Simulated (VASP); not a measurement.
# Si6O: single point with PBEsol

Si6O, a slab with vacuum:

```
Si O
1.0
     3.84172    0.00000    0.00000
    -1.92086    3.32702    0.00000
     0.00000    0.00000   26.05768
Si O
6 1
Direct
  0.33333 0.66667 0.32620
  0.00000 0.00000 0.35629
  0.00000 0.00000 0.44658
  0.67745 0.33873 0.47908
  0.34359 0.17180 0.56374
  0.03280 0.51640 0.56068
  0.69742 0.34871 0.60919
```

- Program: VASP 6.6.1
- Task: single point
- Functional: PBEsol
- Potentials or basis: VASP PAW PBE potentials, release 64 (Si, O)
- Cutoff: 520 eV
- k mesh: 9 × 9 × 1
- Occupations: gaussian, width 0.05 eV
- Spin: collinear spin, ferromagnetic start
- Starting moments: [0.0, 0.0, 0.0, 0.0, 0.0, 0.0, 2.0] μB

```yaml
Largest_force: 0.576 eV/Å
Band_gap_on_the_k_mesh: zero (filled and empty bands overlap)
Net_moment: 0.00 μB per cell
Valence_electrons_inside_the_program's_atomic_spheres: Si 1.65, 1.67, 1.66, 1.68, 1.76, 1.75; O 5.09
```

Forces in eV/Å, atoms in the order of the input:
```
Si   0.069  0.040  0.570
Si  -0.046 -0.026 -0.515
Si  -0.021 -0.012 -0.068
Si  -0.003 -0.002 -0.004
Si  -0.063 -0.036 -0.073
Si   0.049  0.028 -0.071
O    0.015  0.009  0.161
```

Levels at points of the mesh, in eV from the Fermi level:
Spin up:
```csv
k point,band 11,band 12,band 13,band 14,band 15,band 16,band 17,band 18,band 19,band 20
"(0.00, 0.00, 0.00)",-1.67,-1.24,-0.23,-0.13,0.11,0.72,1.24,1.76,2.35,2.47
```
Spin down:
| k point | band 13 | band 14 | band 15 | band 16 | band 17 | band 18 |
| --- | --- | --- | --- | --- | --- | --- |
| (0.00, 0.00, 0.00) | -0.23 | -0.13 | 0.11 | 0.72 | 1.24 | 1.76 |

Wall time 13 min on 1 thread of Intel(R) Xeon(R) 6975P-C (Granite Rapids), on a shared host, peak memory 0.77 GiB.

Caveat: the PAW data sets were made with another functional, which shifts forces and pressure a little.
